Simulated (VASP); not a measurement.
# BePd (R-3m) in VASP: a series of runs

BePd is run at these levels: LDA; tasks: single point.

Program: VASP 6.6.1. These are calculated values, not measurements. Logs are shortened: lines on timing, memory, paths and dates and some standing lists are left out, and cuts for length are marked.

## Step 1: The cell of the first run

The structure is trigonal, space group R-3m (No. 166). The conventional cell has a = 4.018 Å, b = 4.018 Å, c = 4.775 Å, α = 90.00°, β = 90.00°, γ = 120.00°. Within 3.2 Å of Be (site symmetry -3m) lie 8 Pd at 2.39 to 2.45 Å and 6 Be at 2.81 Å. Pd (site symmetry -3m) has 8 Be at 2.39 to 2.45 Å and 6 Pd at 2.81 Å within 3.2 Å.

## Step 2: Single point, LDA (equal xy, yz and zx shear strains of -2 %)

Contents of INCAR:

```
SYSTEM = BePd
ALGO = Normal
EDIFF = 1E-7
ENCUT = 520
GGA = CA
ISIF = 2
ISMEAR = -1
LASPH = .TRUE.
LCHARG = .FALSE.
LREAL = .FALSE.
LWAVE = .FALSE.
NBANDS = 13
NELM = 60
PREC = Accurate
SIGMA = 0.08
```

Contents of KPOINTS:

```
k-points
0
G
  12 12 12
  0 0 0
```

Contents of POSCAR:

```
BePd
1.0
    2.8130000000     -0.0281300000     -0.0281300000
   -0.0281300000      2.8130000000     -0.0281300000
   -0.0281300000     -0.0281300000      2.8130000000
Be Pd
1 1
Direct
    0.0000000000      0.0000000000      0.0000000000
    0.5000000000      0.5000000000      0.5000000000
```

Potentials or basis: VASP PAW LDA potentials, release 64 (Be, Pd).

Launch:

```bash
cat potpaw_LDA.64/Be/POTCAR potpaw_LDA.64/Pd/POTCAR > POTCAR
mpirun -np 1 vasp_std > vasp.out
```

OUTCAR:

```text
SYSTEM = BePd
   EDIFF = 1E-7
   ENCUT = 520
   GGA = CA
   ISIF = 2
   ISMEAR = -1
   LASPH = .TRUE.
   LREAL = .FALSE.
   NELM = 60
   PREC = Accurate

 ion  position               nearest neighbor table
   1  0.000  0.000  0.000-   2 2.39   2 2.39   2 2.45   2 2.45   2 2.45   2 2.45   2 2.45   2 2.45

   2  0.500  0.500  0.500-   1 2.39   1 2.39   1 2.45   1 2.45   1 2.45   1 2.45   1 2.45   1 2.45

  LATTYP: Found a trigonal (rhomboedric) cell.
 ALAT       =     2.8132812859
 COS(alpha) =    -0.0198960208

  Lattice vectors:

 A1 = (   2.8130000000,  -0.0281300000,  -0.0281300000)
 A2 = (  -0.0281300000,   2.8130000000,  -0.0281300000)
 A3 = (  -0.0281300000,  -0.0281300000,   2.8130000000)

Analysis of symmetry for initial positions (statically):
=====================================================================
 Subroutine PRICEL returns:
 Original cell was already a primitive cell.

 Routine SETGRP: Setting up the symmetry group for a
 trigonal (rhombohedral) supercell.

 Subroutine GETGRP returns: Found 12 space group operations
 (whereof 12 operations were pure point group operations)
 out of a pool of 12 trial point group operations.

The static configuration has the point symmetry D_3d.

Analysis of symmetry for dynamics (positions and initial velocities):
=====================================================================
 Subroutine PRICEL returns:
 Original cell was already a primitive cell.

 Routine SETGRP: Setting up the symmetry group for a
 trigonal (rhombohedral) supercell.

 Subroutine GETGRP returns: Found 12 space group operations
 (whereof 12 operations were pure point group operations)
 out of a pool of 12 trial point group operations.

The dynamic configuration has the point symmetry D_3d.

 Subroutine INISYM returns: Found 12 space group operations
 (whereof 12 operations are pure point group operations),
 and found     1 'primitive' translations

----------------------------------------------------------------------------------------

                                     Primitive cell

  volume of cell :      22.2525

  direct lattice vectors                    reciprocal lattice vectors
     2.813000000 -0.028130000 -0.028130000     0.355564188  0.003591557  0.003591557
    -0.028130000  2.813000000 -0.028130000     0.003591557  0.355564188  0.003591557
    -0.028130000 -0.028130000  2.813000000     0.003591557  0.003591557  0.355564188

  length of vectors
     2.813281286  2.813281286  2.813281286     0.355600465  0.355600465  0.355600465

  position of ions in fractional coordinates (direct lattice)
     0.000000000  0.000000000  0.000000000
     0.500000000  0.500000000  0.500000000

  ion indices of the primitive-cell ions
   primitive index   ion index
                 1           1
                 2           2

----------------------------------------------------------------------------------------

 KPOINTS: k-points

Automatic generation of k-mesh.
 Grid dimensions read from file:
 generate k-points for:   12   12   12

 Generating k-lattice:

  Cartesian coordinates                     Fractional coordinates (reciprocal lattice)
     0.029630349  0.000299296  0.000299296     0.083333333  0.000000000  0.000000000
     0.000299296  0.029630349  0.000299296     0.000000000  0.083333333  0.000000000
     0.000299296  0.000299296  0.029630349     0.000000000  0.000000000  0.083333333

  Length of vectors
     0.029633372  0.029633372  0.029633372

  Shift w.r.t. Gamma in fractional coordinates (k-lattice)
     0.000000000  0.000000000  0.000000000

 Subroutine IBZKPT returns following result:
 ===========================================

 Found    189 irreducible k-points:

 Following reciprocal coordinates:
            Coordinates               Weight
  0.000000  0.000000  0.000000      1.000000
  0.083333 -0.000000 -0.000000      6.000000
  0.166667 -0.000000 -0.000000      6.000000
  0.250000 -0.000000 -0.000000      6.000000
  0.333333 -0.000000  0.000000      6.000000
  0.416667 -0.000000 -0.000000      6.000000
[... 16 lines left out ...]
  0.500000  0.166667  0.000000     12.000000
 -0.416667  0.166667  0.000000     12.000000
 [... further k-points ...]
   k-points           NKPTS =    189   k-points in BZ     NKDIM =    189   number of bands    NBANDS=     13
   number of dos      NEDOS =    301   number of ions     NIONS =      2
   total plane-waves  NPLWV =  13824
   dimension x,y,z NGX =    24 NGY =   24 NGZ =   24
   dimension x,y,z NGXF=    48 NGYF=   48 NGZF=   48
   ions per type =               1   1
   NGX,Y,Z   is equivalent  to a cutoff of  14.18, 14.18, 14.18 a.u.
   NGXF,Y,Z  is equivalent  to a cutoff of  28.36, 28.36, 28.36 a.u.
 SYSTEM =  BePd
   PREC   = accura    normal or accurate (medium, high low for compatibility)
   ISTART =      0    job   : 0-new  1-cont  2-samecut
   ICHARG =      2    charge: 1-file 2-atom 10-const
   ISPIN  =      1    spin polarized calculation?
   LNONCOLLINEAR =      F non collinear calculations
   LSORBIT =      F    spin-orbit coupling
   LASPH  =      T    aspherical Exc in radial PAW
   ENCUT  =  520.0 eV  38.22 Ry    6.18 a.u.   5.23  5.23  5.23*2*pi/ulx,y,z
   NELM   =     60;   NELMIN=  2; NELMDL= -5     # of ELM steps
   EDIFF  = 0.1E-06   stopping-criterion for ELM
   LREAL  =      F    real-space projection
   EDIFFG = 0.1E-05   stopping-criterion for IOM
   NSW    =      0    number of steps for IOM
   IBRION =     -1    ionic relax: 0-MD 1-quasi-New 2-CG
   NFREE  =      0    steps in history (QN), initial steepest desc. (CG)
   ISIF   =      2    stress and relaxation
   ISYM   =      2    0-nonsym 1-usesym 2-fastsym
   POTIM  = 0.5000    time-step for ionic-motion
   TEBEG  =    0.0;   TEEND  =   0.0 temperature during run
   PSTRESS=    0.0 pullay stress
   NELECT =      12.0000    total number of electrons
   NUPDOWN=      -1.0000    fix difference up-down
   EMIN   =  10.00;   EMAX   =-10.00  energy-range for DOS
   EFERMI =   0.00;   METHOD = LEGACY
   ISMEAR =    -1;   SIGMA  =   0.08  broadening in eV -4-tet -1-fermi 0-gaus
   EFERMI_NEDOS =   21; number of points for ismear=-14 and -15
   IALGO  =     38    algorithm
   IMIX   =      4    mixing-type and parameters
     AMIX     =   0.40;   BMIX     =  1.00
     AMIX_MAG =   1.60;   BMIX_MAG =  1.00
  volume/ion in A,a.u.               =      11.13        75.08
  Fermi-wavevector in a.u.,A,eV,Ry     =   1.332527  2.518110 24.158876  1.775627
  Thomas-Fermi vector in A             =   2.461455
   LORBIT       =      0    0 simple, 1 ext, 2 COOP (PROOUT), +10 PAW based schemes
   GGA     = CA    functional components
   LHFCALC =     F    Hartree Fock is set to
   AEXX    =    0.0000 exact exchange contribution
   IVDW    =     0    specifies the selected vdW correction
   LEPSILON=     F    determine dielectric tensor
   LRPA    =     F    only Hartree local field effects (RPA)
 non-spin polarized calculation
  energy-cutoff  :      520.00
  volume of cell :       22.25
 maximum number of plane-waves:       612
 NGX is ok and might be reduce to    24
   NGX = 11   NGY = 11   NGZ = 11

 number of electron      12.0000002 magnetization

 Free energy of the ion-electron system (eV)
  ---------------------------------------------------
  ext. energy  EPLUGINS =         0.00000000
  ---------------------------------------------------
  free energy    TOTEN  =       -11.93304635 eV

  energy without entropy =      -11.91639252  energy(sigma->0) =      -11.92471944

 E-fermi :   9.6999     XC(G=0): -12.5835

 val. band max:        9.6888371100   @ k =  -0.1667   0.5000   0.0833
 cond. band min:       9.7190878344   @ k =  -0.3333   0.4167   0.3333
 fundamental gap:      0.0302507244
 Fermi energy:         9.6998916620

 k-point     1 :       0.0000    0.0000    0.0000
  band No.  band energies     occupation
      1       0.0672      2.00000
      2       4.0940      2.00000
      3       4.0940      2.00000
      4       7.3014      2.00000
      5       7.4027      2.00000
      6       7.4027      2.00000
      7      14.8841      0.00000
      8      15.0536      0.00000
      9      15.0536      0.00000
     10      24.1136      0.00000
     11      24.1136      0.00000
     12      26.4669      0.00000
     13      32.6588      0.00000

 k-point     2 :       0.0833   -0.0000   -0.0000
  band No.  band energies     occupation
      1       0.2004      2.00000
      2       4.1241      2.00000
      3       4.1638      2.00000
      4       7.1854      2.00000
      5       7.2740      2.00000
      6       7.3905      2.00000
      7      14.4929      0.00000
      8      15.2142      0.00000
      9      15.2988      0.00000
     10      23.8841      0.00000
     11      24.5764      0.00000
     12      26.5529      0.00000
     13      32.3800      0.00000

 k-point     3 :       0.1667   -0.0000   -0.0000
  band No.  band energies     occupation
      1       0.5819      2.00000
      2       4.2075      2.00000
      3       4.3582      2.00000
      4       6.8492      2.00000
      5       6.9497      2.00000
      6       7.4082      2.00000
      7      13.3437      0.00000
      8      15.9269      0.00000
      9      15.9731      0.00000
     10      23.2884      0.00000
     11      25.2064      0.00000
     12      27.1302      0.00000
     13      30.6932      0.00000
[... 305 lines left out ...]
 k-point    23 :       0.5000    0.1667    0.0000
  band No.  band energies     occupation
      1       3.2522      2.00000
      2       4.1279      2.00000
      3       4.9110      2.00000
      4       5.9416      2.00000
      5       6.7292      2.00000
      6       7.1930      2.00000
      7       9.6378      1.36994
      8      17.7671      0.00000
      9      19.4276      0.00000
     10      20.4738      0.00000
     11      23.5677      0.00000
     12      25.5664      0.00000
     13      26.3115      0.00000

 k-point    24 :      -0.4167    0.1667    0.0000
  band No.  band energies     occupation
      1       2.9042      2.00000
      2       4.3226      2.00000
      3       4.9050      2.00000
      4       6.0289      2.00000
      5       6.5077      2.00000
      6       7.1783      2.00000
      7      10.0769      0.01780
      8      17.4453      0.00000
      9      19.0696      0.00000
     10      20.7575      0.00000
     11      23.8305      0.00000
     12      26.0233      0.00000
     13      26.4070      0.00000

 [... further k-points ...]

------------------------ aborting loop because EDIFF is reached ----------------------------------------

  FORCE on cell =-STRESS in cart. coord.  units (eV):
  Direction    XX          YY          ZZ          XY          YZ          ZX
  --------------------------------------------------------------------------------------
  -------------------------------------------------------------------------------------
  Total       -1.0029556     -1.0029556     -1.0029556      0.2113603      0.2113603      0.2113603
  in kB      -72.2128134    -72.2128134    -72.2128134     15.2179458     15.2179458     15.2179458
  external PRESSURE =     -72.2128134 kB  Pullay stress =       0.0000000 kB

 VOLUME and BASIS-vectors are now :
 -----------------------------------------------------------------------------
  energy-cutoff  :      520.00
  volume of cell :       22.25
      direct lattice vectors                 reciprocal lattice vectors
     2.813000000 -0.028130000 -0.028130000     0.355564188  0.003591557  0.003591557
    -0.028130000  2.813000000 -0.028130000     0.003591557  0.355564188  0.003591557
    -0.028130000 -0.028130000  2.813000000     0.003591557  0.003591557  0.355564188

 POSITION                                       TOTAL-FORCE (eV/Angst)
 -----------------------------------------------------------------------------------
      0.00000      0.00000      0.00000        -0.000000     -0.000000      0.000000
      1.37837      1.37837      1.37837         0.000000      0.000000      0.000000
 -----------------------------------------------------------------------------------
    total drift:                                0.000000     -0.000000     -0.000000

  FREE ENERGIE OF THE ION-ELECTRON SYSTEM (eV)
  ---------------------------------------------------
  free  energy   TOTEN  =       -11.9330463489 eV

  energy  without entropy=      -11.9163925230  energy(sigma->0) =      -11.92471944
```

Wall time 26 s (1 thread of Intel Xeon Platinum 8259CL at 2.50GHz (Skylake/Cascade Lake), shared host); peak memory 0.17 GiB.

What came out:

| Item | Value |
| --- | --- |
| Free energy | -11.9330 eV |
| Pressure | -7.2 GPa |
| Band gap on the k mesh | zero (band 6 reaches 14.40 eV, above the bottom of band 7 at 8.41 eV) |

Levels at points of the mesh, in eV from the Fermi level:
```
           k point  band 4  band 5  band 6  band 7  band 8  band 9
(0.00, 0.00, 0.00)   -2.40   -2.30   -2.30    5.18    5.35    5.35
(0.50, 0.00, 0.00)   -3.96   -3.81   -2.19   -0.02   10.01   10.17
(0.50, 0.50, 0.00)   -3.34   -1.98   -1.72   -1.29    5.37    6.19
(0.50, 0.50, 0.50)   -1.22   -1.22    4.70    5.39    5.39    6.07
```

Caveat: the cell differs from its parent crystal (equal xy, yz and zx shear strains of -2 %).

## Step 3: Single point, LDA (equal xy, yz and zx shear strains of -1 %)

Contents of INCAR:

```
PREC = Accurate
ENCUT = 520
EDIFF = 1E-6
ISMEAR = -1
SIGMA = 0.08
LREAL = F
LASPH = T
NELM = 80
ALGO = Normal
ISIF = 2
LWAVE = F
LCHARG = T
LELF = T
LVHAR = T
NBANDS = 13
```

Contents of KPOINTS:

```
regular mesh
0
Gamma
  12 12 12
```

Contents of POSCAR:

```
BePd
1.0
    2.8130000000     -0.0140650000     -0.0140650000
   -0.0140650000      2.8130000000     -0.0140650000
   -0.0140650000     -0.0140650000      2.8130000000
Be Pd
1 1
Direct
    0.0000000000      0.0000000000      0.0000000000
    0.5000000000      0.5000000000      0.5000000000
```

Potentials or basis: VASP PAW LDA potentials, release 64 (Be, Pd).

Launch:

```bash
cat potpaw_LDA.64/Be/POTCAR potpaw_LDA.64/Pd/POTCAR > POTCAR
mpirun -np 1 vasp_std > vasp.out
```

It took 28 s on 1 thread of Intel Xeon Platinum 8259CL at 2.50GHz (Skylake/Cascade Lake), shared host; peak memory 0.18 GiB.

Results (log left out):

```yaml
Free_energy: -11.9375 eV
Pressure: -7.3 GPa
Band_gap_on_the_k_mesh: zero (band 6 reaches 14.46 eV, above the bottom of band 7 at 8.41 eV)
```

Stress tensor (GPa, compression positive):
```
-7.34  0.71  0.71
 0.71 -7.34  0.71
 0.71  0.71 -7.34
```

Levels at points of the mesh, in eV from the Fermi level:
| k point | band 2 | band 3 | band 4 | band 5 | band 6 | band 7 | band 8 | band 9 | band 10 | band 11 |
| --- | --- | --- | --- | --- | --- | --- | --- | --- | --- | --- |
| (0.00, 0.00, 0.00) | -5.61 | -5.61 | -2.36 | -2.31 | -2.31 | 5.24 | 5.32 | 5.32 | 14.40 | 14.40 |
| (0.50, 0.00, 0.00) | -5.13 | -4.63 | -3.92 | -3.85 | -2.19 | -0.02 | 10.05 | 10.13 | 11.49 | 14.60 |
| (0.50, 0.50, 0.00) | -4.90 | -3.35 | -3.34 | -1.92 | -1.79 | -1.29 | 5.42 | 6.13 | 8.64 | 15.63 |
| (0.50, 0.50, 0.50) | -6.40 | -6.39 | -1.21 | -1.21 | 4.76 | 5.48 | 5.48 | 5.80 | 6.66 | 6.66 |

Caveat: the cell differs from its parent crystal (equal xy, yz and zx shear strains of -1 %).

## Step 4: Single point, LDA (equal xy, yz and zx shear strains of +1 %)

Contents of INCAR:

```
SYSTEM = BePd
PREC = Accurate ; ENCUT = 520
EDIFF = 1E-7 ; ISMEAR = -1
SIGMA = 0.08 ; LREAL = .False.
LASPH = .True. ; NELM = 100
ALGO = Normal ; ISIF = 2
LWAVE = .False. ; LCHARG = .False.
NBANDS = 13
```

Contents of KPOINTS:

```
regular mesh
0
Gamma
  12 12 12
  0 0 0
```

Contents of POSCAR:

```
BePd
1.0
    2.8130000000      0.0140650000      0.0140650000
    0.0140650000      2.8130000000      0.0140650000
    0.0140650000      0.0140650000      2.8130000000
Be Pd
1 1
Direct
    0.0000000000      0.0000000000      0.0000000000
    0.5000000000      0.5000000000      0.5000000000
```

Launch:

```bash
cat potpaw_LDA.64/Be/POTCAR potpaw_LDA.64/Pd/POTCAR > POTCAR
mpirun -np 1 vasp_std > vasp.out
```

Run time: 23 s. Hardware: 1 thread of Intel Xeon Platinum 8259CL at 2.50GHz (Skylake/Cascade Lake), shared host; peak memory 0.17 GiB.

It converged, with:

| Property | Result |
| --- | --- |
| Free energy | -11.9376 eV |
| Pressure | -7.3 GPa |
| Band gap on the k mesh | zero (band 6 reaches 14.44 eV, above the bottom of band 7 at 8.41 eV) |

Stress tensor (GPa, compression positive):
```
-7.34 -0.63 -0.63
-0.63 -7.34 -0.63
-0.63 -0.63 -7.34
```

Levels at points of the mesh, in eV from the Fermi level:
| k point | band 4 | band 5 | band 6 | band 7 | band 8 | band 9 |
| --- | --- | --- | --- | --- | --- | --- |
| (0.00, 0.00, 0.00) | -2.34 | -2.34 | -2.30 | 5.26 | 5.26 | 5.35 |
| (0.50, 0.00, 0.00) | -3.92 | -3.85 | -2.19 | -0.02 | 10.05 | 10.13 |
| (0.50, 0.50, 0.00) | -3.34 | -1.92 | -1.79 | -1.29 | 5.42 | 6.13 |
| (0.50, 0.50, 0.50) | -1.21 | -1.21 | 4.74 | 5.43 | 5.67 | 5.67 |

Caveat: the cell differs from its parent crystal (equal xy, yz and zx shear strains of +1 %).

## Step 5: Single point, LDA (equal xy, yz and zx shear strains of +2 %)

Contents of INCAR:

```
PREC = Accurate
ENCUT = 520
EDIFF = 1E-6
ISMEAR = -1
SIGMA = 0.08
LREAL = False
LASPH = True
NELM = 100
ALGO = Normal
ISIF = 2
LWAVE = False
LCHARG = False
NBANDS = 13
```

Contents of KPOINTS:

```
Automatic mesh
0
Gamma
  12 12 12
```

Contents of POSCAR:

```
BePd
1.0
    2.8130000000      0.0281300000      0.0281300000
    0.0281300000      2.8130000000      0.0281300000
    0.0281300000      0.0281300000      2.8130000000
Be Pd
1 1
Direct
    0.0000000000      0.0000000000      0.0000000000
    0.5000000000      0.5000000000      0.5000000000
```

Launch:

```bash
cat potpaw_LDA.64/Be/POTCAR potpaw_LDA.64/Pd/POTCAR > POTCAR
mpirun -np 1 vasp_std > vasp.out
```

Wall time 23 s (1 thread of Intel Xeon Platinum 8259CL at 2.50GHz (Skylake/Cascade Lake), shared host); peak memory 0.18 GiB.

It converged, with:

```yaml
Free_energy: -11.9339 eV
Pressure: -7.2 GPa
Band_gap_on_the_k_mesh: zero (band 6 reaches 14.30 eV, above the bottom of band 7 at 8.41 eV)
```

Stress tensor (GPa, compression positive):
```
-7.23 -1.24 -1.24
-1.24 -7.23 -1.24
-1.24 -1.24 -7.23
```

Levels at points of the mesh, in eV from the Fermi level:
| k point | band 4 | band 5 | band 6 | band 7 | band 8 | band 9 |
| --- | --- | --- | --- | --- | --- | --- |
| (0.00, 0.00, 0.00) | -2.36 | -2.36 | -2.27 | 5.24 | 5.24 | 5.41 |
| (0.50, 0.00, 0.00) | -3.95 | -3.82 | -2.19 | -0.02 | 10.00 | 10.17 |
| (0.50, 0.50, 0.00) | -3.34 | -1.98 | -1.72 | -1.29 | 5.37 | 6.19 |
| (0.50, 0.50, 0.50) | -1.22 | -1.22 | 4.60 | 5.40 | 5.77 | 5.77 |

Caveat: the cell differs from its parent crystal (equal xy, yz and zx shear strains of +2 %).

## Step 6: The runs side by side

| cell | gap on the mesh (eV) | pressure (GPa) |
| --- | --- | --- |
| a = 2.813 Å, angles 91.1°, 2 atoms | none | -7.2 |
| a = 2.813 Å, angles 90.6°, 2 atoms | none | -7.3 |
| a = 2.813 Å, angles 89.4°, 2 atoms | none | -7.3 |
| a = 2.813 Å, angles 88.8°, 2 atoms | none | -7.2 |

Alike in all rows: task single point; level LDA; potentials or basis VASP PAW LDA potentials, release 64 (Be, Pd); no spin polarisation; k mesh 12 × 12 × 12; cutoff (eV) 520; smearing fermi-dirac 0.08 eV.

Absolute energies hang on the potentials; compare differences alone.
